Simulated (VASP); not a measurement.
# KMgF3 in VASP: a series of runs

Runs on KMgF3. Level: PBE. Tasks: single point, relaxation of cell and atoms.

All numbers are computed with VASP 6.6.1; they aren't measurements. Logs are shortened: lines on timing, memory, paths and dates and some standing lists are left out, and cuts for length are marked.

**1. The cell of the first run**

The typed cell holds 5 atoms: a = 4.061 Å, b = 4.062 Å, c = 4.062 Å, α = 89.96°, β = 90.00°, γ = 90.00°.

The cell was built from a structure type or drawn by symmetry, and may not be a known phase.

**2. Single point, PBE**

File INCAR:

```
SYSTEM = KMgF3
PREC     = Accurate       ! precision mode
ENCUT    = 600            ! plane-wave cutoff, eV
EDIFF    = 1E-6           ! SCF threshold, eV
ISMEAR   = 0              ! smearing method
SIGMA    = 0.15           ! smearing width, eV
LREAL    = .FALSE.        ! projectors in reciprocal space
LASPH    = .TRUE.         ! aspherical terms in the spheres
NELM     = 120            ! most SCF steps
ALGO     = Normal         ! electronic algorithm
ISIF     = 2              ! what is computed and relaxed
LWAVE    = .FALSE.        ! write WAVECAR
LCHARG   = .FALSE.        ! write CHGCAR
GGA      = PE             ! functional
NBANDS   = 24             ! bands
GGA_COMPAT= .FALSE.
```

File KPOINTS:

```
regular mesh
0
G
  3 3 3
  0 0 0
```

File POSCAR:

```
KMgF3
1.0
    4.0607145925      0.0000000000      0.0000000000
    0.0000000000      2.8710639106      2.8728334119
    0.0000000000     -2.8710639106      2.8728334119
K Mg F
1 1 3
Direct
    0.0000000000     -0.0001864667     -0.0001864667
    0.5000000000      0.4993438783      0.4993438783
    0.0000000000      0.4994689172      0.4994689172
    0.5000000000      0.4989519222      0.9993017390
    0.5000000000      0.9993017390      0.4989519222
```

Potentials or basis: VASP PAW PBE potentials, release 64 (K_sv, Mg, F).

Command:

```console
$ cat potpaw_PBE.64/K_sv/POTCAR potpaw_PBE.64/Mg/POTCAR potpaw_PBE.64/F/POTCAR > POTCAR
$ mpirun -np 1 vasp_std > vasp.out
```

OUTCAR:

```text
SYSTEM = KMgF3
   PREC = Accurate
   ENCUT = 600
   EDIFF = 1E-6
   ISMEAR = 0
   LREAL = .FALSE.
   LASPH = .TRUE.
   NELM = 120
   ISIF = 2
   GGA = PE

 ion  position               nearest neighbor table
   1  0.000  1.000  1.000-   2 3.52   2 3.52   2 3.52   2 3.52   2 3.52   2 3.52   2 3.52   2 3.52

   2  0.500  0.499  0.499-   3 2.03   3 2.03   5 2.03   4 2.03   5 2.03   4 2.03   1 3.52   1 3.52
                             1 3.52   1 3.52   1 3.52   1 3.52   1 3.52   1 3.52
   3  0.000  0.499  0.499-   2 2.03   2 2.03
   4  0.500  0.499  0.999-   2 2.03   2 2.03
   5  0.500  0.999  0.499-   2 2.03   2 2.03

  LATTYP: Found a base centered orthorhombic cell.
 ALAT       =     5.7421278212
 B/A-ratio  =     1.0006163225
 C/A-ratio  =     0.7071794148

  Lattice vectors:

 A1 = (   0.0000000000,   2.8710639106,  -2.8728334119)
 A2 = (   0.0000000000,   2.8710639106,   2.8728334119)
 A3 = (   4.0607145925,   0.0000000000,   0.0000000000)

Analysis of symmetry for initial positions (statically):
=====================================================================
 Subroutine PRICEL returns:
 Original cell was already a primitive cell.

 Routine SETGRP: Setting up the symmetry group for a
 base centered orthorhombic supercell.

 Subroutine GETGRP returns: Found  4 space group operations
 (whereof  4 operations were pure point group operations)
 out of a pool of  8 trial point group operations.

The static configuration has the point symmetry C_2v.

Analysis of symmetry for dynamics (positions and initial velocities):
=====================================================================
 Subroutine PRICEL returns:
 Original cell was already a primitive cell.

 Routine SETGRP: Setting up the symmetry group for a
 base centered orthorhombic supercell.

 Subroutine GETGRP returns: Found  4 space group operations
 (whereof  4 operations were pure point group operations)
 out of a pool of  8 trial point group operations.

The dynamic configuration has the point symmetry C_2v.

 Subroutine INISYM returns: Found  4 space group operations
 (whereof  4 operations are pure point group operations),
 and found     1 'primitive' translations

----------------------------------------------------------------------------------------

                                     Primitive cell

  volume of cell :      66.9863

  direct lattice vectors                    reciprocal lattice vectors
     4.060714593  0.000000000  0.000000000     0.246262075  0.000000000  0.000000000
     0.000000000  2.871063911  2.872833412     0.000000000  0.174151470  0.174044202
     0.000000000 -2.871063911  2.872833412     0.000000000 -0.174151470  0.174044202

  length of vectors
     4.060714593  4.061548940  4.061548940     0.246262075  0.246211533  0.246211533

  position of ions in fractional coordinates (direct lattice)
     0.000000000  0.999813533  0.999813533
     0.500000000  0.499343878  0.499343878
     0.000000000  0.499468917  0.499468917
     0.500000000  0.498951922  0.999301739
     0.500000000  0.999301739  0.498951922

  ion indices of the primitive-cell ions
   primitive index   ion index
                 1           1
                 2           2
                 3           3
                 4           4
                 5           5

----------------------------------------------------------------------------------------

 KPOINTS: regular mesh

Automatic generation of k-mesh.
 Grid dimensions read from file:
 generate k-points for:    3    3    3

 Generating k-lattice:

  Cartesian coordinates                     Fractional coordinates (reciprocal lattice)
     0.082087358  0.000000000  0.000000000     0.333333333  0.000000000  0.000000000
     0.000000000  0.058050490  0.058014734     0.000000000  0.333333333  0.000000000
     0.000000000 -0.058050490  0.058014734     0.000000000  0.000000000  0.333333333

  Length of vectors
     0.082087358  0.082070511  0.082070511

  Shift w.r.t. Gamma in fractional coordinates (k-lattice)
     0.000000000  0.000000000  0.000000000

 Subroutine IBZKPT returns following result:
 ===========================================

 Found      8 irreducible k-points:

 Following reciprocal coordinates:
            Coordinates               Weight
  0.000000  0.000000  0.000000      1.000000
  0.333333  0.000000  0.000000      2.000000
  0.000000  0.333333  0.000000      4.000000
  0.333333  0.333333  0.000000      8.000000
  0.000000  0.333333  0.333333      2.000000
  0.333333  0.333333  0.333333      4.000000
  0.000000 -0.333333  0.333333      2.000000
  0.333333 -0.333333  0.333333      4.000000
   k-points           NKPTS =      8   k-points in BZ     NKDIM =      8   number of bands    NBANDS=     24
   number of dos      NEDOS =    301   number of ions     NIONS =      5
   total plane-waves  NPLWV =  32768
   dimension x,y,z NGX =    32 NGY =   32 NGZ =   32
   dimension x,y,z NGXF=    64 NGYF=   64 NGZF=   64
[... 48 lines left out ...]
 maximum number of plane-waves:      2244
   NGX = 17   NGY = 17   NGZ = 17

 number of electron      32.0000043 magnetization

 Free energy of the ion-electron system (eV)
  ---------------------------------------------------
  ext. energy  EPLUGINS =         0.00000000
  ---------------------------------------------------
  free energy    TOTEN  =       -24.45582623 eV

  energy without entropy =      -24.45582623  energy(sigma->0) =      -24.45582623

 E-fermi :  -1.2403     XC(G=0):  -9.4083

 val. band max:       -2.0262446865   @ k =   0.3333   0.3333   0.3333
 cond. band min:       5.0156805651   @ k =   0.0000   0.0000   0.0000
 fundamental gap:      7.0419252516
 Fermi energy:        -1.2403080292

 k-point     1 :       0.0000    0.0000    0.0000
  band No.  band energies     occupation
      1     -27.6473      2.00000
      2     -21.8527      2.00000
      3     -21.2706      2.00000
      4     -21.2700      2.00000
      5     -11.1325      2.00000
      6     -11.1321      2.00000
[... 16 lines left out ...]
     23      11.4918      0.00000
     24      14.3721      0.00000

 k-point     2 :       0.3333    0.0000    0.0000
  band No.  band energies     occupation
      1     -27.6321      2.00000
      2     -21.7537      2.00000
      3     -21.3822      2.00000
      4     -21.2649      2.00000
      5     -11.1319      2.00000
      6     -11.1004      2.00000
[... 16 lines left out ...]
     23      11.5515      0.00000
     24      13.9256      0.00000

 k-point     3 :       0.0000    0.3333    0.0000
  band No.  band energies     occupation
      1     -27.6321      2.00000
      2     -21.7541      2.00000
      3     -21.3814      2.00000
      4     -21.2654      2.00000
      5     -11.1319      2.00000
      6     -11.1002      2.00000
[... 16 lines left out ...]
     23      11.5507      0.00000
     24      13.9234      0.00000

 k-point     4 :       0.3333    0.3333    0.0000
  band No.  band energies     occupation
      1     -27.6199      2.00000
      2     -21.6427      2.00000
      3     -21.4055      2.00000
      4     -21.3377      2.00000
      5     -11.1818      2.00000
      6     -11.1435      2.00000
[... 16 lines left out ...]
     23      11.9421      0.00000
     24      12.4778      0.00000

 k-point     5 :       0.0000    0.3333    0.3333
  band No.  band energies     occupation
      1     -27.6199      2.00000
      2     -21.6432      2.00000
      3     -21.4046      2.00000
      4     -21.3383      2.00000
      5     -11.1818      2.00000
      6     -11.1434      2.00000
[... 16 lines left out ...]
     23      11.9445      0.00000
     24      12.4753      0.00000

 k-point     6 :       0.3333    0.3333    0.3333
  band No.  band energies     occupation
      1     -27.6103      2.00000
      2     -21.5570      2.00000
      3     -21.3953      2.00000
      4     -21.3941      2.00000
      5     -11.2216      2.00000
      6     -11.2215      2.00000
[... 16 lines left out ...]
     23      12.4692      0.00000
     24      13.2576      0.00000

 k-point     7 :       0.0000   -0.3333    0.3333
  band No.  band energies     occupation
      1     -27.6199      2.00000
      2     -21.6429      2.00000
      3     -21.4053      2.00000
      4     -21.3379      2.00000
      5     -11.1815      2.00000
      6     -11.1435      2.00000
[... 16 lines left out ...]
     23      11.9382      0.00000
     24      12.4783      0.00000

 k-point     8 :       0.3333   -0.3333    0.3333
  band No.  band energies     occupation
      1     -27.6103      2.00000
      2     -21.5566      2.00000
      3     -21.3954      2.00000
      4     -21.3945      2.00000
      5     -11.2216      2.00000
      6     -11.2212      2.00000
[... 16 lines left out ...]
     23      12.4695      0.00000
     24      13.2560      0.00000

------------------------ aborting loop because EDIFF is reached ----------------------------------------

  FORCE on cell =-STRESS in cart. coord.  units (eV):
  Direction    XX          YY          ZZ          XY          YZ          ZX
  --------------------------------------------------------------------------------------
  -------------------------------------------------------------------------------------
  Total       -0.3573260     -0.3531735     -0.3757254      0.0000000      0.0000000      0.0000000
  in kB       -8.5465229     -8.4472021     -8.9865985      0.0000000      0.0000000      0.0000000
  external PRESSURE =      -8.6601078 kB  Pullay stress =       0.0000000 kB

 VOLUME and BASIS-vectors are now :
 -----------------------------------------------------------------------------
  energy-cutoff  :      600.00
  volume of cell :       66.99
      direct lattice vectors                 reciprocal lattice vectors
     4.060714593  0.000000000  0.000000000     0.246262075  0.000000000  0.000000000
     0.000000000  2.871063911  2.872833412     0.000000000  0.174151470  0.174044202
     0.000000000 -2.871063911  2.872833412     0.000000000 -0.174151470  0.174044202

 POSITION                                       TOTAL-FORCE (eV/Angst)
 -----------------------------------------------------------------------------------
      0.00000      0.00000      5.74460         0.000000     -0.000000     -0.005821
      2.03036      0.00000      2.86906         0.000000     -0.000000      0.000469
      0.00000      0.00000      2.86978         0.000000     -0.000000     -0.000965
      2.03036     -1.43654      4.30423         0.000000      0.002907      0.003159
      2.03036      1.43654      4.30423         0.000000     -0.002907      0.003159
 -----------------------------------------------------------------------------------
    total drift:                                0.000000      0.000000      0.000377

  FREE ENERGIE OF THE ION-ELECTRON SYSTEM (eV)
  ---------------------------------------------------
  free  energy   TOTEN  =       -24.4558262312 eV

  energy  without entropy=      -24.4558262312  energy(sigma->0) =      -24.45582623
```

Wall time 9.8 s (1 thread of Intel Xeon Platinum 8488C (Sapphire Rapids), shared host); peak memory 0.18 GiB.

What came out:

```yaml
Free_energy: -24.4558 eV
Pressure: -0.9 GPa
Largest_force: 0.006 eV/Å
Band_gap_on_the_k_mesh: 7.04 eV (least direct gap 7.21 eV)
```

Forces in eV/Å, atoms in the order of the input:
```
K    0.000  0.000 -0.006
Mg   0.000  0.000  0.000
F    0.000  0.000 -0.001
F    0.000  0.003  0.003
F    0.000 -0.003  0.003
```

Levels at points of the mesh, in eV from the valence-band top:
| k point | band 13 | band 14 | band 15 | band 16 | band 17 | band 18 | band 19 | band 20 |
| --- | --- | --- | --- | --- | --- | --- | --- | --- |
| (0.00, 0.00, 0.00) | -0.42 | -0.17 | -0.17 | -0.17 | 7.04 | 10.15 | 10.15 | 12.24 |

Caveat: the k points lie up to 0.52 Å⁻¹ apart; an odd mesh through Γ misses points on the zone boundary, where band edges can lie.

**3. Single point, PBE**

This run uses another cell than the first one, of 13.43 Å³/atom.

File INCAR:

```
SYSTEM = KMgF3
PREC = Accurate ; ENCUT = 600
EDIFF = 1E-6 ; ISMEAR = 0
SIGMA = 0.15 ; LREAL = .False.
LASPH = .True. ; NELM = 120
ALGO = Normal ; ISIF = 2
LWAVE = .False. ; LCHARG = .True.
GGA = PE ; LELF = .True.
LVHAR = .True. ; NBANDS = 24
GGA_COMPAT = .False.
```

File KPOINTS:

```
Automatic mesh
0
Gamma
  3 3 3
  0 0 0
```

File POSCAR:

```
KMgF3
1.0
    2.8738707331     -2.8750713306      0.0000000000
    2.8738707331      2.8750713306      0.0000000000
    0.0000000000      0.0000000000      4.0647495496
K Mg F
1 1 3
Direct
    0.0000000000      0.0000000000      0.5000000000
    0.5000000000      0.5000000000      0.0000000000
    0.5000000000      0.5000000000      0.5000000000
    0.5000000000      0.0000000000      0.0000000000
    0.0000000000      0.5000000000      0.0000000000
```

Potentials or basis: VASP PAW PBE potentials, release 64 (K_sv, Mg, F).

Command:

```console
$ cat potpaw_PBE.64/K_sv/POTCAR potpaw_PBE.64/Mg/POTCAR potpaw_PBE.64/F/POTCAR > POTCAR
$ mpirun -np 1 vasp_std > vasp.out
```

Run time: 12 s. Hardware: 1 thread of Intel Xeon Platinum 8488C (Sapphire Rapids), shared host; peak memory 0.18 GiB.

The run converged. Its results:

```yaml
Free_energy: -24.4556 eV
Pressure: -1.0 GPa
Band_gap_on_the_k_mesh: 7.02 eV (least direct gap 7.19 eV)
```

Levels at points of the mesh, in eV from the valence-band top:
```csv
k point,band 14,band 15,band 16,band 17,band 18,band 19
"(0.00, 0.00, 0.00)",-0.17,-0.17,-0.17,7.02,10.15,10.15
```

Caveat: the k points lie up to 0.52 Å⁻¹ apart; an odd mesh through Γ misses points on the zone boundary, where band edges can lie.

**4. Single point, PBE**

This run uses another cell than the first one, of 12.67 Å³/atom.

File INCAR:

```
PREC = Accurate
ENCUT = 600
EDIFF = 1E-6
ISMEAR = 0
SIGMA = 0.1
LREAL = False
LASPH = True
NELM = 120
ALGO = Normal
ISIF = 2
LWAVE = False
LCHARG = False
GGA = PE
NBANDS = 24
GGA_COMPAT = False
```

File KPOINTS:

```
regular mesh
0
Gamma
  4 4 4
```

File POSCAR:

```
KMgF3
1.0
    3.9858999300      0.0000000000      0.0000000000
    0.0000000000      3.9858999300      0.0000000000
    0.0000000000      0.0000000000      3.9858999300
K Mg F
1 1 3
Direct
    0.5000000000      0.5000000000      0.5000000000
    0.0000000000      0.0000000000      0.0000000000
    0.5000000000      0.0000000000      0.0000000000
    0.0000000000      0.5000000000      0.0000000000
    0.0000000000      0.0000000000      0.5000000000
```

Command:

```console
$ cat potpaw_PBE.64/K_sv/POTCAR potpaw_PBE.64/Mg/POTCAR potpaw_PBE.64/F/POTCAR > POTCAR
$ mpirun -np 1 vasp_std > vasp.out
```

It took 13 s on 1 thread of Intel Xeon Platinum 8488C (Sapphire Rapids), shared host; peak memory 0.18 GiB.

It converged, with:

```yaml
Free_energy: -24.4220 eV
Pressure: 3.2 GPa
Band_gap_on_the_k_mesh: 7.31 eV (least direct gap 7.63 eV)
```

Levels at points of the mesh, in eV from the valence-band top:
| k point | band 12 | band 13 | band 14 | band 15 | band 16 | band 17 | band 18 | band 19 | band 20 | band 21 |
| --- | --- | --- | --- | --- | --- | --- | --- | --- | --- | --- |
| (0.00, 0.00, 0.00) | -0.62 | -0.62 | -0.32 | -0.32 | -0.32 | 7.31 | 10.08 | 10.08 | 12.24 | 12.24 |
| (0.50, 0.00, 0.00) | -0.87 | -0.86 | -0.86 | -0.53 | -0.53 | 10.12 | 10.45 | 11.12 | 12.82 | 12.82 |
| (0.50, 0.50, 0.00) | -1.04 | -1.04 | -0.89 | -0.89 | -0.02 | 10.92 | 11.70 | 12.63 | 12.63 | 12.84 |
| (0.50, 0.50, 0.50) | -1.12 | -1.12 | 0.00 | 0.00 | 0.00 | 10.45 | 10.45 | 10.45 | 14.00 | 14.08 |

Caveat: the cell stands under pressure.

**5. Relaxation of cell and atoms, PBE**

This run uses another cell than the first one, of 15.12 Å³/atom.

File INCAR:

```
PREC     = Accurate       # precision mode
ENCUT    = 600            # plane-wave cutoff, eV
EDIFF    = 1E-7           # SCF threshold, eV
ISMEAR   = 0              # smearing method
SIGMA    = 0.15           # smearing width, eV
LREAL    = False          # projectors in reciprocal space
LASPH    = True           # aspherical terms in the spheres
NELM     = 120            # most SCF steps
ALGO     = Normal         # electronic algorithm
ISIF     = 3              # what is computed and relaxed
LWAVE    = False          # write WAVECAR
LCHARG   = False          # write CHGCAR
GGA      = PE             # functional
IBRION   = 2              # ionic algorithm
NSW      = 36             # ionic steps
EDIFFG   = -0.08          # ionic threshold
GGA_COMPAT= False        
NELMIN   = 4
```

File KPOINTS:

```
regular mesh
0
Gamma
  3 3 3
```

POSCAR: that of step 4 with these lines changed.

```diff
@@ -2,5 +2,5 @@
 1.0
-    3.9858999300      0.0000000000      0.0000000000
-    0.0000000000      3.9858999300      0.0000000000
-    0.0000000000      0.0000000000      3.9858999300
+    4.2283792400      0.0000000000      0.0000000000
+    0.0000000000      4.2283792400      0.0000000000
+    0.0000000000      0.0000000000      4.2283792400
 K Mg F
```

Command:

```console
$ cat potpaw_PBE.64/K_sv/POTCAR potpaw_PBE.64/Mg/POTCAR potpaw_PBE.64/F/POTCAR > POTCAR
$ mpirun -np 1 vasp_std > vasp.out
```

Run time: 27 s. Hardware: 1 thread of Intel Xeon Platinum 8488C (Sapphire Rapids), shared host; peak memory 0.21 GiB.

Results (log left out):

* Free energy: -24.4811 eV
* Relaxed volume: 13.24 Å³/atom
* Relaxed cell: a = 4.046 Å, b = 4.046 Å, c = 4.046 Å, α = 90.00°, β = 90.00°, γ = 90.00°
* Space group after relaxing (to 0.1 Å): Pm-3m (No. 221)
* Energy gained by relaxing: 46.0 meV/atom
* Ionic steps: 3
* Pressure after relaxing: -0.2 GPa
* Band gap on the k mesh: 7.13 eV (least direct gap 7.30 eV)

Step by step:
```
step  energy change (eV)  largest force (eV/Å)  pressure (GPa)  volume (Å³)
   1              0.0000                0.0000           -6.79        75.60
   2             -0.2070                0.0000           -2.57        68.81
   3             -0.2301                0.0000           -0.20        66.22
```

Final structure:
```
K Mg F
1.0
     4.04563    0.00000    0.00000
     0.00000    4.04563    0.00000
     0.00000    0.00000    4.04563
K Mg F
1 1 3
Direct
  0.50000 0.50000 0.50000
  0.00000 0.00000 0.00000
  0.50000 0.00000 0.00000
  0.00000 0.50000 0.00000
  0.00000 0.00000 0.50000
```

Levels at points of the mesh, in eV from the valence-band top:
```csv
k point,band 12,band 13,band 14,band 15,band 16,band 17,band 18,band 19,band 20
"(0.00, 0.00, 0.00)",-0.43,-0.43,-0.17,-0.17,-0.17,7.13,10.17,10.17,12.27
```

Caveat: the k points lie up to 0.52 Å⁻¹ apart in the final cell; an odd mesh through Γ misses points on the zone boundary, where band edges can lie.

**6. The runs side by side**

| task | cell | k mesh | smearing | gap on the mesh (eV) | pressure (GPa) |
| --- | --- | --- | --- | --- | --- |
| single point | a = 4.061, b = 4.062, c = 4.062 Å, 5 atoms | 3 × 3 × 3 | gaussian 0.15 eV | 7.04 | -0.9 |
| single point | a = 4.065 Å, 5 atoms | 3 × 3 × 3 | gaussian 0.15 eV | 7.02 | -1.0 |
| single point | a = 3.986 Å, 5 atoms | 4 × 4 × 4 | gaussian 0.1 eV | 7.31 | 3.2 |
| relaxation of cell and atoms | relaxed from a = 4.228 Å, 5 atoms | 3 × 3 × 3 | gaussian 0.15 eV | 7.13 | -0.2 |

Alike in all rows: level PBE; potentials or basis VASP PAW PBE potentials, release 64 (K_sv, Mg, F); no spin polarisation; cutoff (eV) 600.

Caveats: some runs use coarse meshes; an odd mesh through Γ misses points on the zone boundary, where band edges can lie (at least some runs); the cell stands under pressure (at least some runs).

Absolute energies hang on the potentials; compare differences alone.
